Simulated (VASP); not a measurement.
Set up this calculation in VASP 6.6.1, as the native input.

* Task: single point
* Functional: PBE
* Potentials or basis: VASP PAW PBE potentials, release 64 (Si, Ru_pv, Ir)
* Cutoff: 520 eV
* k mesh: 5 × 5 × 3
* Occupations: gaussian, width 0.2 eV
* Spin: no spin polarisation
* Dipole correction: no
* Further INCAR settings: ALGO = Normal; EDIFF = 1e-06; NBANDS = 26

The structure of Si3IrRu lies in POSCAR:

```
Si3IrRu
1.0
    3.9686481711      0.0000000000      0.0000000000
   -1.9843240856      3.4369501349      0.0000000000
    0.0000000000      0.0000000000      5.6747930422
Si Ru Ir
3 1 1
Direct
    0.0000000000      0.0000000000      0.8626477190
    0.6666666667      0.3333333333      0.0621489292
    0.0000000000      0.0000000000      0.4178021873
    0.3333333333      0.6666666667      0.8092349871
    0.6666666667      0.3333333333      0.4782607873
```

The cell was built from a structure type or drawn by symmetry, and may not be a known phase.

These files were run (other wordings do the same):

INCAR

```
SYSTEM = Si3IrRu
PREC = Accurate
ENCUT = 520
EDIFF = 1E-6
ISMEAR = 0
SIGMA = 0.2
LREAL = .False.
LASPH = .True.
NELM = 80
ALGO = Normal
ISIF = 2
LWAVE = .False.
LCHARG = .False.
GGA = PE
NBANDS = 26
```

KPOINTS

```
Automatic mesh
0
Gamma
  5 5 3
  0 0 0
```

Potentials or basis: VASP PAW PBE potentials, release 64 (Si, Ru_pv, Ir).

The run is started by

```sh
$ cat potpaw_PBE.64/Si/POTCAR potpaw_PBE.64/Ru_pv/POTCAR potpaw_PBE.64/Ir/POTCAR > POTCAR
$ mpirun -np 1 vasp_std > vasp.out
```

It gave:

```json
{"Pressure": "0.6 GPa", "Largest force": "0.040 eV/Å", "Band gap on the k mesh": "zero (an odd number of electrons rules out a gap without spin polarisation)"}
```

Caveat: the k points lie up to 0.37 Å⁻¹ apart, too coarse for converged energies and pressures of a metal; spin-orbit coupling is left out, which moves the levels of the heavy elements.

Run time: 35 s on 1 thread of Intel Xeon 8259CL (shared host), peak memory 0.2 GiB.
